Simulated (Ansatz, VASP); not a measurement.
## Sc2Ta3O: VASP beside Ansatz

INCAR

```
PREC = Accurate ; ENCUT = 600
EDIFF = 1E-6 ; ISMEAR = 0
SIGMA = 0.1 ; LREAL = F
LASPH = T ; NELM = 80
ALGO = Normal ; ISIF = 3
LWAVE = F ; LCHARG = F
GGA = PE ; IBRION = 2
NSW = 90 ; EDIFFG = -0.04
```

Contents of KPOINTS:

```
Automatic mesh
0
Gamma
  6 6 4
```

File POSCAR:

```
Sc2Ta3O
1.0
    5.3508729400      0.0000000000      0.0000000000
   -2.6754364700      4.6339919000      0.0000000000
    0.0000000000      0.0000000000      4.0645911200
Sc Ta O
2 3 1
Direct
    0.6666666700      0.3333333300      0.0000000000
    0.3333333300      0.6666666700      0.0000000000
    0.5000000000      0.5000000000      0.5000000000
    0.5000000000      0.0000000000      0.5000000000
    0.0000000000      0.5000000000      0.5000000000
    0.0000000000      0.0000000000      0.0000000000
```

Input for Ansatz:

```yaml
crystal:
  lattice:
    - [5.35087294, 0.0, 0.0]
    - [-2.67543647, 4.6339919, 0.0]
    - [0.0, 0.0, 4.06459112]
  atoms:
    - { symbol: Sc, position: [0.66666667, 0.33333333, 0.0] }
    - { symbol: Sc, position: [0.33333333, 0.66666667, 0.0] }
    - { symbol: Ta, position: [0.5, 0.5, 0.5] }
    - { symbol: Ta, position: [0.5, 0.0, 0.5] }
    - { symbol: Ta, position: [0.0, 0.5, 0.5] }
    - { symbol: O, position: [0.0, 0.0, 0.0] }
basis:
  ecutwfc: 420
kpoints:
  mp_grid: { grid: [6, 6, 4] }
hamiltonian:
  xc: pbe
scf:
  occupations: { method: gaussian, width: 0.1 }
  lower_state_search: "off"
output:
  forces: true
  stress: true
  eigenvalues: true
relax:
  adjacent_minimum: "off"
  f_tol: 0.04
  max_steps: 70
  cell: { stress_tol: 0.4 }
```

Change from the starting cell: species swapped into the LaNi2Rh3 type (P6/mmm, No. 191).

Alike in both runs: task relaxation of cell and atoms; functional PBE; k mesh 6 × 6 × 4; occupations gaussian, width 0.1 eV; no spin polarisation.

|  | VASP | Ansatz |
| --- | --- | --- |
| version | VASP 6.6.1 | Ansatz 0.2.0 |
| potentials or method | VASP PAW PBE potentials, release 64 (Sc_sv, Ta_pv, O), cutoff 600 eV | scalar-relativistic, plane waves, PAW |
| valence electrons in the cell | 61 | 67 |

|  | VASP | Ansatz | Ansatz less VASP |
| --- | --- | --- | --- |
| gap on the k mesh at the Fermi level, each at its own relaxed structure (eV) | none | none | - |
| relaxed volume (Å³/atom) | 21.45 | 21.56 | +0.112 |
| relaxed length of the cell vector where the two differ most in proportion (Å) | 5.370 | 5.426 | +0.0558 |

A gap of «none» marks a metal or a gap that the smearing closes. VASP's potentials hold 61 valence electrons a cell and Ansatz's 67, so a difference there can come from the potentials and not from the codes.

The k mesh is coarse, so the values compare programs but aren't converged. Neither program's run includes spin-orbit coupling. Noted on VASP's run: the volume moved by over 15 % at a fixed basis, so the end points are rough.
